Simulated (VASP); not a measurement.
PbSe: single point with PBE

Crystal: PbSe.

```
CELL_PARAMETERS angstrom
0.00000 3.06215 3.03153
3.06215 0.00000 3.03153
3.06215 3.06215 0.00000
ATOMIC_POSITIONS crystal
Pb 0.00000 0.00000 0.00000
Se 0.50000 0.50000 0.50000
```

This cell differs from its parent crystal: zz strain of -1 %.

```yaml
Program: VASP 6.6.1
Task: single point
Functional: PBE
Potentials_or_basis: VASP PAW PBE potentials, release 64 (Pb_d, Se)
Cutoff: 520 eV
k_mesh: 9 × 9 × 9
Occupations: fermi-dirac, width 0.01 eV
Spin: no spin polarisation
Dipole_correction: no
Further_INCAR_settings: ALGO = Normal; EDIFF = 1e-07; NBANDS = 17
```

* Pressure: 2.9 GPa
* Band gap on the k mesh: 0.68 eV, direct

Stress tensor (GPa, compression positive):
```
2.46 0.00 0.00
0.00 2.46 0.00
0.00 0.00 3.83
```

Levels at points of the mesh, in eV from the valence-band top:
| k point | band 7 | band 8 | band 9 | band 10 | band 11 | band 12 | band 13 | band 14 |
| --- | --- | --- | --- | --- | --- | --- | --- | --- |
| (0.00, 0.00, 0.00) | -6.11 | -1.80 | -1.71 | -1.71 | 4.83 | 4.83 | 5.07 | 6.66 |

Run time: 2.6 min on 1 thread of AMD EPYC 7R13, on a shared host, peak memory 0.2 GiB.

Caveat: the cell differs from its parent crystal (zz strain of -1 %); spin-orbit coupling is left out, which moves the levels of the heavy elements. A k mesh can miss the band edges.
